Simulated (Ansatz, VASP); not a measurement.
## NaMgBr3 in VASP and in Ansatz

The input INCAR:

```
SYSTEM = NaMgBr3
PREC     = Accurate       ! precision mode
ENCUT    = 520            ! plane-wave cutoff, eV
EDIFF    = 1E-6           ! SCF threshold, eV
ISMEAR   = -1             ! smearing method
SIGMA    = 0.02           ! smearing width, eV
LREAL    = .False.        ! projectors in reciprocal space
LASPH    = .True.         ! aspherical terms in the spheres
NELM     = 100            ! most SCF steps
ALGO     = Normal         ! electronic algorithm
ISIF     = 2              ! what is computed and relaxed
LWAVE    = .False.        ! write WAVECAR
LCHARG   = .False.        ! write CHGCAR
GGA      = PE             ! functional
NBANDS   = 23             ! bands
```

Contents of KPOINTS:

```
regular mesh
0
Gamma
  6 6 6
  0 0 0
```

The input POSCAR:

```
NaMgBr3
1.0
    5.2688030709      0.0000000000      0.0000000000
    0.0000000000      5.2688030709      0.0000000000
    0.0000000000      0.0000000000      5.2688030709
Na Mg Br
1 1 3
Direct
    0.0000000000      0.0000000000      0.0000000000
    0.5000000000      0.5000000000      0.5000000000
    0.5000000000      0.5000000000      0.0000000000
    0.5000000000      0.0000000000      0.5000000000
    0.0000000000      0.5000000000      0.5000000000
```

Input for Ansatz:

```yaml
crystal:
  lattice:
    - [5.2688030709, 0.0, 0.0]
    - [0.0, 5.2688030709, 0.0]
    - [0.0, 0.0, 5.2688030709]
  atoms:
    - { symbol: Na, position: [0.0, 0.0, 0.0] }
    - { symbol: Mg, position: [0.5, 0.5, 0.5] }
    - { symbol: Br, position: [0.5, 0.5, 0.0] }
    - { symbol: Br, position: [0.5, 0.0, 0.5] }
    - { symbol: Br, position: [0.0, 0.5, 0.5] }
kpoints:
  mp_grid: { grid: [6, 6, 6] }
  band_path:
    path: [[0.0, 0.0, 0.0], [0.0, 0.5, 0.0], [0.5, 0.5, 0.0], [0.5, 0.5, 0.5]]
    npoints: 1
hamiltonian:
  xc: pbe
scf:
  occupations: { method: fermi_dirac, width: 0.02 }
  n_extra_bands: 5
output:
  forces: true
  stress: true
  eigenvalues: true
```

Alike in both runs: task single point; functional PBE; k mesh 6 × 6 × 6; occupations fermi-dirac, width 0.02 eV; no spin polarisation.

|  | VASP | Ansatz |
| --- | --- | --- |
| version | VASP 6.6.1 | Ansatz 0.2.0 |
| potentials or method | VASP PAW PBE potentials, release 64 (Na_pv, Mg, Br) | plane waves, PAW |
| plane-wave cutoff (eV) | 520 | 420 |
| valence electrons in the cell | 30 | 40 |

```csv
,VASP,Ansatz,Ansatz less VASP
gap on the k mesh at the Fermi level (eV),2.83,2.85,+0.020
pressure (GPa),0.6,0.7,+0.07
```

VASP's potentials hold 30 valence electrons a cell and Ansatz's 40, so a difference there can come from the potentials and not from the codes.
